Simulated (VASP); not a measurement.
## Ti: relaxation of cell and atoms with PBEsol

The system is Ti.

```
Ti
1.0
     2.93573    0.00000    0.00000
    -1.46787    2.54242    0.00000
     0.00000    0.00000    4.64086
Ti
2
Direct
  0.33333 0.66667 0.25000
  0.66667 0.33333 0.75000
```

```
Program                : VASP 6.6.1
Task                   : relaxation of cell and atoms
Functional             : PBEsol
Potentials or basis    : VASP PAW PBE potentials, release 64 (Ti_sv)
Cutoff                 : 600 eV
k mesh                 : 18 × 18 × 10
Occupations            : gaussian, width 0.1 eV
Spin                   : no spin polarisation
Dipole correction      : no
Further INCAR settings : ALGO = Fast; EDIFF = 1e-06; IBRION = 2; EDIFFG = -0.002; NSW = 100; ISIF = 3
```

```json
{
  "Relaxed volume": "16.69 Å³/atom",
  "Relaxed cell": "a = 2.899 Å, b = 2.899 Å, c = 4.587 Å, α = 90.00°, β = 90.00°, γ = 120.00°",
  "Space group after relaxing (to 0.1 Å)": "P6_3/mmc (No. 194)",
  "Energy gained by relaxing": "8.5 meV/atom",
  "Ionic steps": "29",
  "Pressure after relaxing": "0.0 GPa",
  "Band gap on the k mesh": "zero (bands 12 and 13 overlap by 1.11 eV)"
}
```

The path:
```
step  energy change (eV)  largest force (eV/Å)  pressure (GPa)  volume (Å³)
   1              0.0000                0.0000           -4.23        34.64
   2             -0.0061                0.0000            3.63        32.40
   3             -0.0170                0.0000            0.09        33.38
   4             -0.0170                0.0000           -0.08        33.40
   5             -0.0170                0.0000           -0.13        33.40
   6             -0.0170                0.0000           -0.14        33.40
   7             -0.0170                0.0000           -0.13        33.39
   8             -0.0170                0.0000            0.03        33.34
   9             -0.0170                0.0000            0.03        33.35
  10             -0.0170                0.0000            0.04        33.37
  11             -0.0170                0.0000            0.03        33.38
  12             -0.0170                0.0000           -0.06        33.38
  13             -0.0170                0.0000           -0.02        33.38
  14             -0.0170                0.0000           -0.07        33.38
  15             -0.0170                0.0000           -0.07        33.38
  16             -0.0170                0.0000           -0.02        33.38
  17             -0.0170                0.0000           -0.03        33.37
  18             -0.0170                0.0000           -0.08        33.37
  19             -0.0170                0.0000           -0.09        33.36
  20             -0.0170                0.0000           -0.10        33.34
  21             -0.0170                0.0000            0.06        33.31
  22             -0.0170                0.0000            0.30        33.33
  23             -0.0170                0.0000            0.15        33.34
  24             -0.0170                0.0000            0.16        33.34
  25             -0.0170                0.0000            0.07        33.35
  26             -0.0170                0.0000            0.05        33.35
  27             -0.0170                0.0000            0.09        33.35
  28             -0.0170                0.0000            0.10        33.36
  29             -0.0170                0.0000            0.00        33.38
```

Final structure:
```
CELL_PARAMETERS angstrom
2.89883 0.00000 0.00000
-1.44942 2.51046 0.00000
0.00000 0.00000 4.58695
ATOMIC_POSITIONS crystal
Ti 0.33333 0.66667 0.25000
Ti 0.66667 0.33333 0.75000
```

Levels at points of the mesh, in eV from the Fermi level:
```
           k point  band 10  band 11  band 12  band 13  band 14  band 15
(0.00, 0.00, 0.00)    -2.80     0.78     0.78     0.90     0.92     1.32
(0.50, 0.00, 0.00)    -2.29    -1.96    -0.59     0.46     0.65     1.23
(0.00, 0.00, 0.50)    -4.40     0.08     0.08     0.68     0.68     0.68
(0.50, 0.00, 0.50)    -2.67    -0.87    -0.87     1.44     1.44     1.79
```

Wall time 26 min on 1 thread of Intel(R) Xeon(R) Platinum 8488C (Sapphire Rapids), with other jobs on the host, peak memory 0.31 GiB.

Caveat: the PAW data sets were made with another functional, which shifts forces and pressure a little.
